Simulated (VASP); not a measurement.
BAs: electric field gradients with PBE

BAs:

```
CELL_PARAMETERS angstrom
0.00000 2.43627 2.38850
2.43627 0.00000 2.38850
2.43627 2.43627 0.00000
ATOMIC_POSITIONS crystal
B 0.00000 0.00000 0.00000
As 0.75000 0.75000 0.75000
```

This cell differs from its parent crystal: x and y stretched by +2 %, z held.

```yaml
Program: VASP 6.6.1
Task: electric field gradients
Functional: PBE
Potentials_or_basis: VASP PAW PBE potentials, release 64 (B, As)
Cutoff: 520 eV
k_mesh: 15 × 15 × 15
Occupations: fermi-dirac, width 0.03 eV
Spin: no spin polarisation
Dipole_correction: no
Further_INCAR_settings: ALGO = Normal; EDIFF = 1e-08; NBANDS = 11
```

```json
{
  "Pressure": "-1.9 GPa",
  "Band gap on the k mesh": "0.93 eV, indirect (least direct gap 3.02 eV)"
}
```

Stress tensor (GPa, compression positive):
```
-3.18  0.00  0.00
 0.00 -3.18  0.00
 0.00  0.00  0.64
```

Levels at points of the mesh, in eV from the valence-band top:
```csv
k point,band 1,band 2,band 3,band 4,band 5,band 6,band 7,band 8
"(0.00, 0.00, 0.00)",-15.17,-0.18,-0.18,0.00,3.02,3.15,3.15,4.06
```

Electric field gradients, principal values (V/Å²):
| atom | least | middle | greatest (by size) |
| --- | --- | --- | --- |
| 1 B | 0.041 | 0.041 | -0.083 |
| 2 As | 1.173 | 1.173 | -2.347 |

Run time: 43 s on 1 thread of Intel(R) Xeon(R) 6975P-C (Granite Rapids), with other jobs on the host, peak memory 0.23 GiB.

Caveat: the cell differs from its parent crystal (x and y stretched by +2 %, z held); without QUAD_EFG the Cq values of the log hold for a quadrupole moment of 1 mb, not for the nuclei. A k mesh can miss the band edges.
